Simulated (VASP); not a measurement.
Wanted: the native input for a VASP 6.6.1 run.

```
Task                   : electric field gradients
Functional             : PBE
Potentials or basis    : VASP PAW PBE potentials, release 64 (Hf_pv, O)
Cutoff                 : 520 eV
k mesh                 : 9 × 9 × 9
Occupations            : fermi-dirac, width 0.01 eV
Spin                   : no spin polarisation
Dipole correction      : no
Further INCAR settings : ALGO = Normal; EDIFF = 1e-08; NBANDS = 18
```

The structure of HfO2 lies in POSCAR:

```
HfO2
1.0
    0.0000000000      2.6076597933      2.6076597933
    2.6076597933      0.0000000000      2.6076597933
    2.6076597933      2.6076597933      0.0000000000
Hf O
1 2
Direct
    0.0000000000      0.0000000000      0.0000000000
    0.2500000000      0.2500000000      0.2500000000
    0.7500000000      0.7500000000      0.7500000000
```

This cell differs from its parent crystal: volume scaled by 1.06.

These files were run (other wordings do the same):

INCAR

```
SYSTEM = HfO2
  PREC = Accurate
  ENCUT = 520
  EDIFF = 1E-8
  ISMEAR = -1
  SIGMA = 0.01
  LREAL = .False.
  LASPH = .True.
  NELM = 100
  ALGO = Normal
  ISIF = 2
  LWAVE = .False.
  LCHARG = .False.
  GGA = PE
  LEFG = .True.
  NBANDS = 18
```

KPOINTS

```
regular mesh
0
Gamma
  9 9 9
  0 0 0
```

Potentials or basis: VASP PAW PBE potentials, release 64 (Hf_pv, O).

The run is started by

```console
$ cat potpaw_PBE.64/Hf_pv/POTCAR potpaw_PBE.64/O/POTCAR > POTCAR
$ mpirun -np 1 vasp_std > vasp.out
```

It gave:

```yaml
Pressure: -17.6 GPa
Band_gap_on_the_k_mesh: 3.66 eV, indirect (least direct gap 3.77 eV)
```

Caveat: without QUAD_EFG the Cq values of the log hold for a quadrupole moment of 1 mb, not for the nuclei; spin-orbit coupling is left out, which moves the levels of the heavy elements.

Wall time 19 s on 1 thread of Intel(R) Xeon(R) Platinum 8559C (Emerald Rapids), with other jobs on the host, peak memory 0.16 GiB.
